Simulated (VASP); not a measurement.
Wanted: the native input for a VASP 6.6.1 run.

```
Task                   : single point
Functional             : PBEsol
Potentials or basis    : VASP PAW PBE potentials, release 64 (Ga_d, P)
Cutoff                 : 520 eV
k mesh                 : 10 × 10 × 10
Occupations            : gaussian, width 0.05 eV
Spin                   : no spin polarisation
Dipole correction      : no
Further INCAR settings : ALGO = Normal; EDIFF = 1e-07; NBANDS = 16
```

The structure of GaP lies in POSCAR:

```
GaP
1.0
    0.0000000000      2.7901010999      2.7901010999
    2.7901010999      0.0000000000      2.7901010999
    2.7901010999      2.7901010999      0.0000000000
Ga P
1 1
Direct
    0.0000000000      0.0000000000      0.0000000000
    0.7500000000      0.7500000000      0.7500000000
```

This cell differs from its parent crystal: volume 21.720 Å^3 an atom, c/a of the conventional cell 1.0000.

One way to write it, as run:

INCAR

```
SYSTEM = GaP
PREC = Accurate
ENCUT = 520
EDIFF = 1E-7
ISMEAR = 0
SIGMA = 0.05
LREAL = .FALSE.
LASPH = .TRUE.
NELM = 60
ALGO = Normal
ISIF = 2
LWAVE = .FALSE.
LCHARG = .FALSE.
GGA = PS
NBANDS = 16
```

KPOINTS

```
regular mesh
0
G
  10 10 10
  0 0 0
```

Potentials or basis: VASP PAW PBE potentials, release 64 (Ga_d, P).

Command:

```bash
$ cat potpaw_PBE.64/Ga_d/POTCAR potpaw_PBE.64/P/POTCAR > POTCAR
$ mpirun -np 1 vasp_std > vasp.out
```

It gave:

* Pressure: -5.5 GPa
* Band gap on the k mesh: 1.18 eV, direct

Caveat: the PAW data sets were made with another functional, which shifts forces and pressure a little.

Run time: 34 s on 1 thread of Intel(R) Xeon(R) Platinum 8375C CPU @ 2.90GHz (Ice Lake), on a shared host, peak memory 0.18 GiB.
